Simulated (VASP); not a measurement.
# TaTl6 (Im-3m) in VASP: a series of runs

The runs below take TaTl6 through single point, with PBE.

Everything below comes from runs of VASP 6.6.1. Logs are shortened: lines on timing, memory, paths and dates and some standing lists are left out, and cuts for length are marked.

### 1 The cell of the first run

The structure is cubic, space group Im-3m (No. 229). The conventional cell has a = 8.249 Å, b = 8.249 Å, c = 8.249 Å, α = 90.00°, β = 90.00°, γ = 90.00°. Ta (site symmetry m-3m) has 6 Tl at 2.39 Å within 3.2 Å. Tl (site symmetry 4mm) has 1 Ta at 2.39 Å within 3.2 Å.

### 2 Single point, PBE

Input file INCAR:

```
ALGO = Fast
EDIFF = 1E-7
ENCUT = 520
GGA = PE
ISIF = 2
ISMEAR = 0
LASPH = True
LCHARG = False
LREAL = False
LWAVE = False
NBANDS = 54
NELM = 80
PREC = Accurate
SIGMA = 0.1
```

Input file KPOINTS:

```
k-points
0
Gamma
  4 4 4
```

Input file POSCAR:

```
TaTl6
1.0
   -4.1245115400      4.1245115400      4.1245115400
    4.1245115400     -4.1245115400      4.1245115400
    4.1245115400      4.1245115400     -4.1245115400
Ta Tl
1 6
Direct
    0.0000000000      0.0000000000      0.0000000000
    0.7106712500      0.7106712500      0.0000000000
    0.2893287500      0.2893287500      0.0000000000
    0.0000000000      0.2893287500      0.2893287500
    0.0000000000      0.7106712500      0.7106712500
    0.7106712500      0.0000000000      0.7106712500
    0.2893287500      0.0000000000      0.2893287500
```

Potentials or basis: VASP PAW PBE potentials, release 64 (Ta_pv, Tl_d).

Run with:

```console
$ cat potpaw_PBE.64/Ta_pv/POTCAR potpaw_PBE.64/Tl_d/POTCAR > POTCAR
$ mpirun -np 1 vasp_std > vasp.out
```

OUTCAR:

```text
EDIFF = 1E-7
   ENCUT = 520
   GGA = PE
   ISIF = 2
   ISMEAR = 0
   LASPH = True
   LREAL = False
   NELM = 80
   PREC = Accurate

 ion  position               nearest neighbor table
   1  0.000  0.000  0.000-   2 2.39   3 2.39   4 2.39   5 2.39   6 2.39   7 2.39
   2  0.711  0.711  0.000-   1 2.39   4 3.38   7 3.38   5 3.38   6 3.38   3 3.48
   3  0.289  0.289  0.000-   1 2.39   4 3.38   7 3.38   5 3.38   6 3.38   2 3.48
   4  0.000  0.289  0.289-   1 2.39   3 3.38   7 3.38   6 3.38   2 3.38   5 3.48
   5  0.000  0.711  0.711-   1 2.39   7 3.38   3 3.38   2 3.38   6 3.38   4 3.48
   6  0.711  0.000  0.711-   1 2.39   4 3.38   3 3.38   2 3.38   5 3.38   7 3.48
   7  0.289  0.000  0.289-   1 2.39   3 3.38   4 3.38   5 3.38   2 3.38   6 3.48

  LATTYP: Found a body centered cubic cell.
 ALAT       =     8.2490230800

  Lattice vectors:

 A1 = (  -4.1245115400,   4.1245115400,   4.1245115400)
 A2 = (   4.1245115400,  -4.1245115400,   4.1245115400)
 A3 = (   4.1245115400,   4.1245115400,  -4.1245115400)

Analysis of symmetry for initial positions (statically):
=====================================================================
 Subroutine PRICEL returns:
 Original cell was already a primitive cell.

 Routine SETGRP: Setting up the symmetry group for a
 body centered cubic supercell.

 Subroutine GETGRP returns: Found 48 space group operations
 (whereof 48 operations were pure point group operations)
 out of a pool of 48 trial point group operations.

The static configuration has the point symmetry O_h .

Analysis of symmetry for dynamics (positions and initial velocities):
=====================================================================
 Subroutine PRICEL returns:
 Original cell was already a primitive cell.

 Routine SETGRP: Setting up the symmetry group for a
 body centered cubic supercell.

 Subroutine GETGRP returns: Found 48 space group operations
 (whereof 48 operations were pure point group operations)
 out of a pool of 48 trial point group operations.

The dynamic configuration has the point symmetry O_h .

 Subroutine INISYM returns: Found 48 space group operations
 (whereof 48 operations are pure point group operations),
 and found     1 'primitive' translations

----------------------------------------------------------------------------------------

                                     Primitive cell

  volume of cell :     280.6581

  direct lattice vectors                    reciprocal lattice vectors
    -4.124511540  4.124511540  4.124511540     0.000000000  0.121226476  0.121226476
     4.124511540 -4.124511540  4.124511540     0.121226476  0.000000000  0.121226476
     4.124511540  4.124511540 -4.124511540     0.121226476  0.121226476  0.000000000

  length of vectors
     7.143863544  7.143863544  7.143863544     0.171440127  0.171440127  0.171440127

  position of ions in fractional coordinates (direct lattice)
     0.000000000  0.000000000  0.000000000
     0.710671250  0.710671250  0.000000000
     0.289328750  0.289328750  0.000000000
     0.000000000  0.289328750  0.289328750
     0.000000000  0.710671250  0.710671250
     0.710671250  0.000000000  0.710671250
     0.289328750  0.000000000  0.289328750

  ion indices of the primitive-cell ions
   primitive index   ion index
                 1           1
                 2           2
                 3           3
                 4           4
                 5           5
                 6           6
                 7           7

----------------------------------------------------------------------------------------

 KPOINTS: k-points

Automatic generation of k-mesh.
 Grid dimensions read from file:
 generate k-points for:    4    4    4

 Generating k-lattice:

  Cartesian coordinates                     Fractional coordinates (reciprocal lattice)
     0.000000000  0.030306619  0.030306619     0.250000000  0.000000000  0.000000000
     0.030306619  0.000000000  0.030306619     0.000000000  0.250000000  0.000000000
     0.030306619  0.030306619  0.000000000     0.000000000  0.000000000  0.250000000

  Length of vectors
     0.042860032  0.042860032  0.042860032

  Shift w.r.t. Gamma in fractional coordinates (k-lattice)
     0.000000000  0.000000000  0.000000000

 Subroutine IBZKPT returns following result:
 ===========================================

 Found      8 irreducible k-points:

 Following reciprocal coordinates:
            Coordinates               Weight
  0.000000  0.000000  0.000000      1.000000
  0.250000  0.000000  0.000000     12.000000
  0.500000  0.000000  0.000000      6.000000
  0.250000  0.250000  0.000000     24.000000
  0.250000  0.250000  0.250000      2.000000
 -0.250000  0.250000  0.250000      6.000000
  0.500000  0.500000  0.250000     12.000000
  0.500000  0.500000  0.500000      1.000000
   k-points           NKPTS =      8   k-points in BZ     NKDIM =      8   number of bands    NBANDS=     54
   number of dos      NEDOS =    301   number of ions     NIONS =      7
   total plane-waves  NPLWV = 157464
   dimension x,y,z NGX =    54 NGY =   54 NGZ =   54
   dimension x,y,z NGXF=   108 NGYF=  108 NGZF=  108
   ions per type =               1   6
   NGX,Y,Z   is equivalent  to a cutoff of  12.57, 12.57, 12.57 a.u.
   NGXF,Y,Z  is equivalent  to a cutoff of  25.13, 25.13, 25.13 a.u.
 SYSTEM =  unknown system
   PREC   = accura    normal or accurate (medium, high low for compatibility)
   ISTART =      0    job   : 0-new  1-cont  2-samecut
   ICHARG =      2    charge: 1-file 2-atom 10-const
   ISPIN  =      1    spin polarized calculation?
   LNONCOLLINEAR =      F non collinear calculations
   LSORBIT =      F    spin-orbit coupling
   LASPH  =      T    aspherical Exc in radial PAW
   ENCUT  =  520.0 eV  38.22 Ry    6.18 a.u.  13.28 13.28 13.28*2*pi/ulx,y,z
   NELM   =     80;   NELMIN=  2; NELMDL= -5     # of ELM steps
   EDIFF  = 0.1E-06   stopping-criterion for ELM
   LREAL  =      F    real-space projection
   EDIFFG = 0.1E-05   stopping-criterion for IOM
   NSW    =      0    number of steps for IOM
   IBRION =     -1    ionic relax: 0-MD 1-quasi-New 2-CG
   NFREE  =      0    steps in history (QN), initial steepest desc. (CG)
   ISIF   =      2    stress and relaxation
   ISYM   =      2    0-nonsym 1-usesym 2-fastsym
   POTIM  = 0.5000    time-step for ionic-motion
   TEBEG  =    0.0;   TEEND  =   0.0 temperature during run
   PSTRESS=    0.0 pullay stress
   NELECT =      89.0000    total number of electrons
   NUPDOWN=      -1.0000    fix difference up-down
   EMIN   =  10.00;   EMAX   =-10.00  energy-range for DOS
   EFERMI =   0.00;   METHOD = LEGACY
   ISMEAR =     0;   SIGMA  =   0.10  broadening in eV -4-tet -1-fermi 0-gaus
   EFERMI_NEDOS =   21; number of points for ismear=-14 and -15
   IALGO  =     68    algorithm
   IMIX   =      4    mixing-type and parameters
     AMIX     =   0.40;   BMIX     =  1.00
     AMIX_MAG =   1.60;   BMIX_MAG =  1.00
  volume/ion in A,a.u.               =      40.09       270.57
  Fermi-wavevector in a.u.,A,eV,Ry     =   1.116381  2.109654 16.957020  1.246306
  Thomas-Fermi vector in A             =   2.252994
   LORBIT       =      0    0 simple, 1 ext, 2 COOP (PROOUT), +10 PAW based schemes
   GGA     = PE    functional components
   LHFCALC =     F    Hartree Fock is set to
   AEXX    =    0.0000 exact exchange contribution
   IVDW    =     0    specifies the selected vdW correction
   LEPSILON=     F    determine dielectric tensor
   LRPA    =     F    only Hartree local field effects (RPA)
 non-spin polarized calculation
 RMM-DIIS sequential band-by-band and
 Gauss-broadening in eV      SIGMA  =   0.10
  energy-cutoff  :      520.00
  volume of cell :      280.66
 maximum number of plane-waves:      7635
 NGX is ok and might be reduce to    54
   NGX = 27   NGY = 27   NGZ = 27

 number of electron      89.0000010 magnetization

 Free energy of the ion-electron system (eV)
  ---------------------------------------------------
  ext. energy  EPLUGINS =         0.00000000
  ---------------------------------------------------
  free energy    TOTEN  =       -15.53770773 eV

  energy without entropy =      -15.50749076  energy(sigma->0) =      -15.52259924

 E-fermi :   3.0100     XC(G=0):  -8.0968

 val. band max:        2.9848132732   @ k =   0.5000   0.0000   0.0000
 cond. band min:       3.0410371014   @ k =   0.5000   0.0000   0.0000
 fundamental gap:      0.0562238282
 Fermi energy:         3.0100371911

 k-point     1 :       0.0000    0.0000    0.0000
  band No.  band energies     occupation
      1     -30.9003      2.00000
      2     -30.9003      2.00000
      3     -30.9003      2.00000
      4      -9.2041      2.00000
      5      -9.1528      2.00000
      6      -9.1528      2.00000
[... 46 lines left out ...]
     53       6.0222      0.00000
     54       6.0222      0.00000

 k-point     2 :       0.2500    0.0000    0.0000
  band No.  band energies     occupation
      1     -30.9003      2.00000
      2     -30.9003      2.00000
      3     -30.9003      2.00000
      4      -9.1767      2.00000
      5      -9.0934      2.00000
      6      -9.0698      2.00000
[... 46 lines left out ...]
     53       6.2998      0.00000
     54       6.5491      0.00000

 k-point     3 :       0.5000    0.0000    0.0000
  band No.  band energies     occupation
      1     -30.9004      2.00000
      2     -30.9004      2.00000
      3     -30.9003      2.00000
      4      -9.1723      2.00000
      5      -9.0497      2.00000
      6      -9.0234      2.00000
[... 46 lines left out ...]
     53       6.2074      0.00000
     54       6.5464      0.00000
[... 172 lines left out ...]
 k-point     7 :       0.5000    0.5000    0.2500
  band No.  band energies     occupation
      1     -30.9003      2.00000
      2     -30.9003      2.00000
      3     -30.9003      2.00000
      4      -9.1766      2.00000
      5      -9.0934      2.00000
      6      -9.0703      2.00000
[... 46 lines left out ...]
     53       6.4232      0.00000
     54       6.7194      0.00000

 k-point     8 :       0.5000    0.5000    0.5000
  band No.  band energies     occupation
      1     -30.9003      2.00000
      2     -30.9003      2.00000
      3     -30.9003      2.00000
      4      -9.2035      2.00000
      5      -9.1535      2.00000
      6      -9.1535      2.00000
[... 46 lines left out ...]
     53       6.9050      0.00000
     54       6.9062      0.00000

------------------------ aborting loop because EDIFF is reached ----------------------------------------

  FORCE on cell =-STRESS in cart. coord.  units (eV):
  Direction    XX          YY          ZZ          XY          YZ          ZX
  --------------------------------------------------------------------------------------
  -------------------------------------------------------------------------------------
  Total       24.1442918     24.1442918     24.1442918      0.0000000      0.0000000     -0.0000000
  in kB      137.8311862    137.8311862    137.8311862      0.0000000      0.0000000     -0.0000000
  external PRESSURE =     137.8311862 kB  Pullay stress =       0.0000000 kB

 VOLUME and BASIS-vectors are now :
 -----------------------------------------------------------------------------
  energy-cutoff  :      520.00
  volume of cell :      280.66
      direct lattice vectors                 reciprocal lattice vectors
    -4.124511540  4.124511540  4.124511540     0.000000000  0.121226476  0.121226476
     4.124511540 -4.124511540  4.124511540     0.121226476  0.000000000  0.121226476
     4.124511540  4.124511540 -4.124511540     0.121226476  0.121226476  0.000000000

 POSITION                                       TOTAL-FORCE (eV/Angst)
 -----------------------------------------------------------------------------------
      0.00000      0.00000      0.00000         0.000000     -0.000000     -0.000000
      0.00000      0.00000      5.86234         0.000000     -0.000000     -6.482540
      0.00000      0.00000      2.38668         0.000000     -0.000000      6.482540
      2.38668      0.00000      0.00000         6.482540     -0.000000     -0.000000
      5.86234      0.00000      0.00000        -6.482540     -0.000000     -0.000000
      0.00000      5.86234      0.00000         0.000000     -6.482540     -0.000000
      0.00000      2.38668      0.00000         0.000000      6.482540     -0.000000
 -----------------------------------------------------------------------------------
    total drift:                               -0.000000     -0.000000      0.000000

  FREE ENERGIE OF THE ION-ELECTRON SYSTEM (eV)
  ---------------------------------------------------
  free  energy   TOTEN  =       -15.5377077260 eV

  energy  without entropy=      -15.5074907564  energy(sigma->0) =      -15.52259924
```

Wall time 2 min (1 thread of Intel Xeon Platinum 8488C (Sapphire Rapids), shared host); peak memory 0.42 GiB.

What came out:

| Quantity | Value |
| --- | --- |
| Free energy | -15.5377 eV |
| Pressure | 13.8 GPa |
| Largest force | 6.483 eV/Å |

Forces in eV/Å, atoms in the order of the input:
```
Ta   0.000  0.000  0.000
Tl   0.000  0.000 -6.483
Tl   0.000  0.000  6.483
Tl   6.483  0.000  0.000
Tl  -6.483  0.000  0.000
Tl   0.000 -6.483  0.000
Tl   0.000  6.483  0.000
```

Levels at points of the mesh, in eV from the Fermi level:
```tsv
k point	band 42	band 43	band 44	band 45	band 46	band 47	band 48	band 49
(0.00, 0.00, 0.00)	-1.34	-1.34	-0.37	-0.37	0.83	0.83	0.83	2.10
(0.50, 0.00, 0.00)	-0.94	-0.67	-0.03	0.03	1.87	2.01	2.13	2.14
(0.50, 0.50, 0.50)	-1.03	-0.95	-0.71	-0.71	0.64	0.64	0.64	3.84
```

Caveat: spin-orbit coupling is left out, which moves the levels of the heavy elements; forces of over 1 eV/Å act on the atoms, so gaps and moduli don't describe the material at rest.

(Part 1 of 2 ends here.)
